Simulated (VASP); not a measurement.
# Mg in VASP: a series of runs, part 2 of 2

VASP 6.6.1. The steps go on from the part before.

## (4) Single point, r2SCAN, collinear spin, ferromagnetic start

This run uses another cell than the first one: it holds 2 atoms, not 1.

File POSCAR:

```
Mg
1.0
    9.0000000000      0.0000000000      0.0000000000
    0.0000000000      9.3000000000      0.0000000000
    0.0000000000      0.0000000000      5.5456604980
Mg
2
Direct
    0.5000000000      0.5000000000      0.0000000000
    0.5000000000      0.5000000000      0.4650000000
```

File INCAR.step1:

```
PREC = Accurate ; ENCUT = 520
ISMEAR = 0 ; SIGMA = 0.05
LREAL = F ; LASPH = T
NELM = 150 ; ISPIN = 2
MAGMOM = 0.5 0.5 ; NBANDS = 13
GGA = PE ; ALGO = Normal
EDIFF = 1E-4 ; LWAVE = T
LCHARG = F
```

File INCAR.step2:

```
PREC = Accurate ; ENCUT = 520
EDIFF = 1E-6 ; ISMEAR = 0
SIGMA = 0.05 ; LREAL = F
LASPH = T ; NELM = 150
ALGO = Normal ; ISIF = 2
LWAVE = F ; LCHARG = T
ISPIN = 2 ; MAGMOM = 0.5 0.5
LORBIT = 11 ; METAGGA = R2SCAN
LMIXTAU = T ; LELF = T
LVHAR = T ; NBANDS = 13
ISTART = 1
```

File KPOINTS:

```
Automatic mesh
0
Gamma
  1 1 12
```

Potentials or basis: VASP PAW PBE potentials, release 64 (Mg).

On the command line:

```console
> cat potpaw_PBE.64/Mg/POTCAR > POTCAR
> cp INCAR.step1 INCAR
> mpirun -np 1 vasp_std > vasp.out
> cp INCAR.step2 INCAR
> mpirun -np 1 vasp_std > vasp.out
```

OUTCAR:

```text
PREC = Accurate
   ENCUT = 520
   EDIFF = 1E-6
   ISMEAR = 0
   LREAL = F
   LASPH = T
   NELM = 150
   ISIF = 2
   ISPIN = 2
   LORBIT = 11
   METAGGA = R2SCAN
   ISTART = 1

 ion  position               nearest neighbor table
   1  0.500  0.500  0.000-   2 2.58   2 2.97
   2  0.500  0.500  0.465-   1 2.58   1 2.97

  LATTYP: Found a simple orthorhombic cell.
 ALAT       =     5.5456604980
 B/A-ratio  =     1.6228905472
 C/A-ratio  =     1.6769868987

  Lattice vectors:

 A1 = (   0.0000000000,   0.0000000000,   5.5456604980)
 A2 = (   9.0000000000,   0.0000000000,   0.0000000000)
 A3 = (   0.0000000000,   9.3000000000,   0.0000000000)

Analysis of symmetry for initial positions (statically):
=====================================================================
 Subroutine PRICEL returns:
 Original cell was already a primitive cell.

 Routine SETGRP: Setting up the symmetry group for a
 simple orthorhombic supercell.

 Subroutine GETGRP returns: Found  8 space group operations
 (whereof  4 operations were pure point group operations)
 out of a pool of  8 trial point group operations.

The static configuration has the point symmetry C_2v.
 The point group associated with its full space group is D_2h.

Analysis of symmetry for dynamics (positions and initial velocities):
=====================================================================
 Subroutine PRICEL returns:
 Original cell was already a primitive cell.

 Routine SETGRP: Setting up the symmetry group for a
 simple orthorhombic supercell.

 Subroutine GETGRP returns: Found  8 space group operations
 (whereof  4 operations were pure point group operations)
 out of a pool of  8 trial point group operations.

The dynamic configuration has the point symmetry C_2v.
 The point group associated with its full space group is D_2h.

Analysis of structural, dynamic, and magnetic symmetry:
=====================================================================
 Subroutine PRICEL returns:
 Original cell was already a primitive cell.

 Routine SETGRP: Setting up the symmetry group for a
 simple orthorhombic supercell.

 Subroutine GETGRP returns: Found  8 space group operations
 (whereof  4 operations were pure point group operations)
 out of a pool of  8 trial point group operations.

The overall configuration has the point symmetry C_2v.
 The point group associated with its full space group is D_2h.

 Subroutine INISYM returns: Found  8 space group operations
 (whereof  4 operations are pure point group operations),
 and found     1 'primitive' translations

----------------------------------------------------------------------------------------

                                     Primitive cell

  volume of cell :     464.1718

  direct lattice vectors                    reciprocal lattice vectors
     9.000000000  0.000000000  0.000000000     0.111111111  0.000000000  0.000000000
     0.000000000  9.300000000  0.000000000     0.000000000  0.107526882  0.000000000
     0.000000000  0.000000000  5.545660498     0.000000000  0.000000000  0.180321172

  length of vectors
     9.000000000  9.300000000  5.545660498     0.111111111  0.107526882  0.180321172

  position of ions in fractional coordinates (direct lattice)
     0.500000000  0.500000000  0.000000000
     0.500000000  0.500000000  0.465000000

  ion indices of the primitive-cell ions
   primitive index   ion index
                 1           1
                 2           2

[... 74 lines left out ...]
  volume/ion in A,a.u.               =     232.09      1566.19
  Fermi-wavevector in a.u.,A,eV,Ry     =   0.335636  0.634260  1.532717  0.112652
  Thomas-Fermi vector in A             =   1.235345
   LORBIT       =     11    0 simple, 1 ext, 2 COOP (PROOUT), +10 PAW based schemes
   METAGGA = R2SCAN    functional components
   LHFCALC =     F    Hartree Fock is set to
   AEXX    =    0.0000 exact exchange contribution
   IVDW    =     0    specifies the selected vdW correction
   LEPSILON=     F    determine dielectric tensor
   LRPA    =     F    only Hartree local field effects (RPA)
 spin polarized calculation
 Gauss-broadening in eV      SIGMA  =   0.05
  energy-cutoff  :      520.00
  volume of cell :      464.17
 maximum number of plane-waves:     12532
 NGX is ok and might be reduce to    70

 number of electron       4.0000000 magnetization       0.2084341

 Free energy of the ion-electron system (eV)
  ---------------------------------------------------
  ext. energy  EPLUGINS =         0.00000000
  ---------------------------------------------------
  free energy    TOTEN  =        -5.11986146 eV

  energy without entropy =       -5.11569654  energy(sigma->0) =       -5.11777900

 E-fermi :  -1.9307     XC(G=0):  -2.0678

 val. band max:       -1.9502415600   @ k =   0.0000   0.0000   0.0833
 cond. band min:      -1.8443222613   @ k =   0.0000   0.0000   0.1667
 fundamental gap:      0.1059192988
 Fermi energy:        -1.9306639164

 spin component 1

 k-point     1 :       0.0000    0.0000    0.0000
  band No.  band energies     occupation
      1      -6.0750      1.00000
      2      -1.9856      0.93994
      3      -1.7428      0.00000
      4      -1.7206      0.00000
      5      -0.0023      0.00000
      6       0.1960      0.00000
      7       1.0343      0.00000
      8       2.0388      0.00000
      9       2.3364      0.00000
     10       2.5678      0.00000
     11       2.7205      0.00000
     12       3.1492      0.00000
     13       3.2645      0.00000
[... 81 lines left out ...]
 k-point     7 :       0.0000    0.0000    0.5000
  band No.  band energies     occupation
      1      -5.0604      1.00000
      2      -4.4533      1.00000
      3      -0.9001      0.00000
      4      -0.6768      0.00000
      5      -0.4592      0.00000
      6      -0.2640      0.00000
      7       1.3576      0.00000
      8       1.4451      0.00000
      9       2.2606      0.00000
     10       2.3535      0.00000
     11       3.2563      0.00000
     12       3.4335      0.00000
     13       3.5371      0.00000
 Fermi energy:        -1.9306639164

 spin component 2

 k-point     1 :       0.0000    0.0000    0.0000
  band No.  band energies     occupation
      1      -5.9537      1.00000
      2      -1.7423      0.00000
      3      -1.6884      0.00000
      4      -1.5835      0.00000
      5       0.1542      0.00000
      6       0.2486      0.00000
      7       1.1085      0.00000
      8       2.1928      0.00000
      9       2.4169      0.00000
     10       2.5462      0.00000
     11       2.7788      0.00000
     12       3.3247      0.00000
     13       3.3567      0.00000
[... 82 lines left out ...]
  band No.  band energies     occupation
      1      -4.9436      1.00000
      2      -4.3542      1.00000
      3      -0.6700      0.00000
      4      -0.5127      0.00000
      5      -0.2613      0.00000
      6      -0.1272      0.00000
      7       1.4079      0.00000
      8       1.4838      0.00000
      9       2.3228      0.00000
     10       2.3978      0.00000
     11       3.3938      0.00000
     12       3.5571      0.00000
     13       3.6061      0.00000

------------------------ aborting loop because EDIFF is reached ----------------------------------------

  FORCE on cell =-STRESS in cart. coord.  units (eV):
  Direction    XX          YY          ZZ          XY          YZ          ZX
  --------------------------------------------------------------------------------------
  -------------------------------------------------------------------------------------
  Total       -0.1065227     -0.0099840      4.8392713      0.0000000      0.0000000      0.0000000
  in kB       -0.3676833     -0.0344617     16.7036665      0.0000000      0.0000000      0.0000000
  external PRESSURE =       5.4338405 kB  Pullay stress =       0.0000000 kB

 VOLUME and BASIS-vectors are now :
 -----------------------------------------------------------------------------
  energy-cutoff  :      520.00
  volume of cell :      464.17
      direct lattice vectors                 reciprocal lattice vectors
     9.000000000  0.000000000  0.000000000     0.111111111  0.000000000  0.000000000
     0.000000000  9.300000000  0.000000000     0.000000000  0.107526882  0.000000000
     0.000000000  0.000000000  5.545660498     0.000000000  0.000000000  0.180321172

 POSITION                                       TOTAL-FORCE (eV/Angst)
 -----------------------------------------------------------------------------------
      4.50000      4.65000      0.00000         0.000000      0.000000     -1.575363
      4.50000      4.65000      2.57873         0.000000      0.000000      1.575363
 -----------------------------------------------------------------------------------
    total drift:                                0.000000     -0.000000     -0.000116

  FREE ENERGIE OF THE ION-ELECTRON SYSTEM (eV)
  ---------------------------------------------------
  free  energy   TOTEN  =        -5.1198614585 eV

  energy  without entropy=       -5.1156965361  energy(sigma->0) =       -5.11777900

 total charge

# of ion       s       p       d       tot
------------------------------------------
    1        0.282   0.089   0.002   0.373
    2        0.282   0.089   0.002   0.373
--------------------------------------------------
tot          0.563   0.179   0.004   0.746

 magnetization (x)

# of ion       s       p       d       tot
------------------------------------------
    1       -0.001   0.008  -0.000   0.007
    2       -0.001   0.008  -0.000   0.007
--------------------------------------------------
tot         -0.002   0.015  -0.000   0.013
```

It took 8.3 min on 1 thread of Intel Xeon 6975P-C (Granite Rapids), shared host; peak memory 0.8 GiB.

Results:

```yaml
Free_energy: -5.1199 eV
Largest_force: 1.575 eV/Å
Net_moment: 0.21 μB per cell
Valence_electrons_inside_the_program's_atomic_spheres: Mg 0.37
```

Forces in eV/Å, atoms in the order of the input:
```
Mg   0.000  0.000 -1.575
Mg   0.000  0.000  1.575
```

Levels at points of the mesh, in eV from the Fermi level:
Spin up:
| k point | band 1 | band 2 | band 3 | band 4 | band 5 |
| --- | --- | --- | --- | --- | --- |
| (0.00, 0.00, 0.00) | -4.14 | -0.05 | 0.19 | 0.21 | 1.93 |
| (0.00, 0.00, 0.50) | -3.13 | -2.52 | 1.03 | 1.25 | 1.47 |
Spin down:
| k point | band 1 | band 2 | band 3 | band 4 | band 5 | band 6 |
| --- | --- | --- | --- | --- | --- | --- |
| (0.00, 0.00, 0.00) | -4.02 | 0.19 | 0.24 | 0.35 | 2.08 | 2.18 |
| (0.00, 0.00, 0.50) | -3.01 | -2.42 | 1.26 | 1.42 | 1.67 | 1.80 |

Caveat: the PAW data sets were made with another functional, which shifts forces and pressure a little.

## (5) Single point, r2SCAN, collinear spin, ferromagnetic start

This run uses another cell than the first one: it holds 2 atoms, not 1.

File POSCAR:

```
Mg
1.0
    9.0000000000      0.0000000000      0.0000000000
    0.0000000000      9.3000000000      0.0000000000
    0.0000000000      0.0000000000      6.1217107865
Mg
2
Direct
    0.5000000000      0.5000000000     -0.0174878368
    0.5000000000      0.5000000000      0.4824878368
```

File INCAR.step1:

```
SYSTEM = Mg
ALGO = Normal
EDIFF = 1E-4
ENCUT = 520
GGA = PE
ISMEAR = 0
ISPIN = 2
LASPH = .True.
LCHARG = .False.
LREAL = .False.
LWAVE = .True.
MAGMOM = 0.5 0.5
NBANDS = 13
NELM = 150
PREC = Accurate
SIGMA = 0.05
```

File INCAR.step2:

```
SYSTEM = Mg
ALGO = Normal
EDIFF = 1E-7
ENCUT = 520
ISIF = 2
ISMEAR = 0
ISPIN = 2
ISTART = 1
LASPH = .True.
LCHARG = .False.
LMIXTAU = .True.
LORBIT = 11
LREAL = .False.
LWAVE = .False.
MAGMOM = 0.5 0.5
METAGGA = R2SCAN
NBANDS = 13
NELM = 150
PREC = Accurate
SIGMA = 0.05
```

File KPOINTS:

```
k-points
0
Gamma
  1 1 12
  0 0 0
```

Potentials or basis: VASP PAW PBE potentials, release 64 (Mg).

On the command line:

```console
> cat potpaw_PBE.64/Mg/POTCAR > POTCAR
> cp INCAR.step1 INCAR
> mpirun -np 1 vasp_std > vasp.out
> cp INCAR.step2 INCAR
> mpirun -np 1 vasp_std > vasp.out
```

OUTCAR:

```text
SYSTEM = Mg
   EDIFF = 1E-7
   ENCUT = 520
   ISIF = 2
   ISMEAR = 0
   ISPIN = 2
   ISTART = 1
   LASPH = .True.
   LORBIT = 11
   LREAL = .False.
   METAGGA = R2SCAN
   NELM = 150
   PREC = Accurate

 ion  position               nearest neighbor table
   1  0.500  0.500  0.983-   2 3.06   2 3.06
   2  0.500  0.500  0.482-   1 3.06   1 3.06

  LATTYP: Found a simple orthorhombic cell.
 ALAT       =     6.1217107865
 B/A-ratio  =     1.4701772615
 C/A-ratio  =     1.5191831703

  Lattice vectors:

 A1 = (   0.0000000000,   0.0000000000,   6.1217107865)
 A2 = (   9.0000000000,   0.0000000000,   0.0000000000)
 A3 = (   0.0000000000,   9.3000000000,   0.0000000000)

Analysis of symmetry for initial positions (statically):
=====================================================================
 Subroutine PRICEL returns:
 Original cell was already a primitive cell.

 Routine SETGRP: Setting up the symmetry group for a
 simple orthorhombic supercell.
[... 397 lines left out ...]
      7       1.2135      0.00000
      8       1.2135      0.00000
      9       2.1047      0.00000
     10       2.1047      0.00000
     11       3.2809      0.00000
     12       3.2827      0.00000
     13       3.3313      0.00000

------------------------ aborting loop because EDIFF is reached ----------------------------------------

  FORCE on cell =-STRESS in cart. coord.  units (eV):
  Direction    XX          YY          ZZ          XY          YZ          ZX
  --------------------------------------------------------------------------------------
  -------------------------------------------------------------------------------------
  Total       -0.1019124     -0.0716450     -0.0880928      0.0000000      0.0000000      0.0000000
  in kB       -0.3186688     -0.2240258     -0.2754562      0.0000000      0.0000000      0.0000000
  external PRESSURE =      -0.2727169 kB  Pullay stress =       0.0000000 kB

 VOLUME and BASIS-vectors are now :
 -----------------------------------------------------------------------------
  energy-cutoff  :      520.00
  volume of cell :      512.39
      direct lattice vectors                 reciprocal lattice vectors
     9.000000000  0.000000000  0.000000000     0.111111111  0.000000000  0.000000000
     0.000000000  9.300000000  0.000000000     0.000000000  0.107526882  0.000000000
     0.000000000  0.000000000  6.121710786     0.000000000  0.000000000  0.163353029

 POSITION                                       TOTAL-FORCE (eV/Angst)
 -----------------------------------------------------------------------------------
      4.50000      4.65000      6.01466         0.000000      0.000000     -0.000610
      4.50000      4.65000      2.95365         0.000000      0.000000      0.000610
 -----------------------------------------------------------------------------------
    total drift:                               -0.000000      0.000000      0.000572

  FREE ENERGIE OF THE ION-ELECTRON SYSTEM (eV)
  ---------------------------------------------------
  free  energy   TOTEN  =        -5.4701513203 eV

  energy  without entropy=       -5.4701512149  energy(sigma->0) =       -5.47015127

 total charge

# of ion       s       p       d       tot
------------------------------------------
    1        0.267   0.067   0.001   0.334
    2        0.267   0.067   0.001   0.334
--------------------------------------------------
tot          0.533   0.133   0.002   0.669

 magnetization (x)

# of ion       s       p       d       tot
------------------------------------------
    1        0.000  -0.000  -0.000   0.000
    2        0.000  -0.000  -0.000   0.000
--------------------------------------------------
tot          0.000  -0.000  -0.000   0.000
```

OUTCAR.step1:

```text
SYSTEM = Mg
   EDIFF = 1E-4
   ENCUT = 520
   GGA = PE
   ISMEAR = 0
   ISPIN = 2
[... 453 lines left out ...]
      4.50000      4.65000      6.01466         0.000000      0.000000     -0.000584
      4.50000      4.65000      2.95365         0.000000      0.000000      0.000584
 -----------------------------------------------------------------------------------
    total drift:                               -0.000000      0.000000      0.000002

  FREE ENERGIE OF THE ION-ELECTRON SYSTEM (eV)
  ---------------------------------------------------
  free  energy   TOTEN  =        -0.5212050432 eV

  energy  without entropy=       -0.5211688565  energy(sigma->0) =       -0.52118695
```

OSZICAR.step1:

```text
N       E                     dE             d eps       ncg     rms          rms(c)
DAV:   1     0.569663895308E+01    0.56966E+01   -0.53950E+02   364   0.118E+02
DAV:   2    -0.100335983492E+00   -0.57970E+01   -0.55285E+01   503   0.202E+01
DAV:   3    -0.472801051844E+00   -0.37247E+00   -0.37088E+00   469   0.468E+00
DAV:   4    -0.479360550295E+00   -0.65595E-02   -0.65587E-02   428   0.799E-01
DAV:   5    -0.479629024461E+00   -0.26847E-03   -0.26847E-03   511   0.166E-01    0.176E+00
DAV:   6    -0.441636609073E+00    0.37992E-01   -0.65784E-02   379   0.650E-01    0.112E+00
DAV:   7    -0.441223085854E+00    0.41352E-03   -0.18059E-01   364   0.913E-01    0.412E-01
DAV:   8    -0.505534323288E+00   -0.64311E-01   -0.46368E-02   374   0.485E-01    0.186E-01
DAV:   9    -0.517829019444E+00   -0.12295E-01   -0.19417E-02   384   0.319E-01    0.729E-02
DAV:  10    -0.519722973089E+00   -0.18940E-02   -0.30824E-03   374   0.192E-01    0.408E-02
DAV:  11    -0.521169893508E+00   -0.14469E-02   -0.18358E-03   374   0.170E-01    0.277E-02
DAV:  12    -0.521205043197E+00   -0.35150E-04   -0.71373E-04   374   0.136E-01
   1 F= -.52120504E+00 E0= -.52118695E+00  d E =-.361867E-04  mag=     0.0025
```

It took 4.8 min on 1 thread of Intel Xeon 6975P-C (Granite Rapids), shared host; peak memory 0.84 GiB.

Results:

| Item | Value |
| --- | --- |
| Free energy | -5.4702 eV |
| Band gap on the k mesh | 0.33 eV |
| Net moment | 0.00 μB per cell |
| Valence electrons inside the program's atomic spheres | Mg 0.33 |

Caveat: the PAW data sets were made with another functional, which shifts forces and pressure a little.

## (6) The runs side by side

| cell | k mesh | gap on the mesh (eV) | moment (μB) |
| --- | --- | --- | --- |
| a = 9.000, b = 9.300, c = 2.773 Å, 1 atom | 1 × 1 × 23 | none | 0.17 |
| a = 9.000, b = 9.300, c = 3.063 Å, 1 atom | 1 × 1 × 23 | 0.44 | 0.00 |
| a = 9.000, b = 9.300, c = 5.546 Å, 2 atoms | 1 × 1 × 12 | none | 0.21 |
| a = 9.000, b = 9.300, c = 6.122 Å, 2 atoms | 1 × 1 × 12 | 0.33 | 0.00 |

Alike in all rows: task single point; level r2SCAN; potentials or basis VASP PAW PBE potentials, release 64 (Mg); spin collinear, ferromagnetic start; cutoff (eV) 520; smearing gaussian 0.05 eV.

Caveats: the PAW data sets were made with another functional, which shifts forces and pressure a little.

Absolute energies hang on the potentials; compare differences alone.
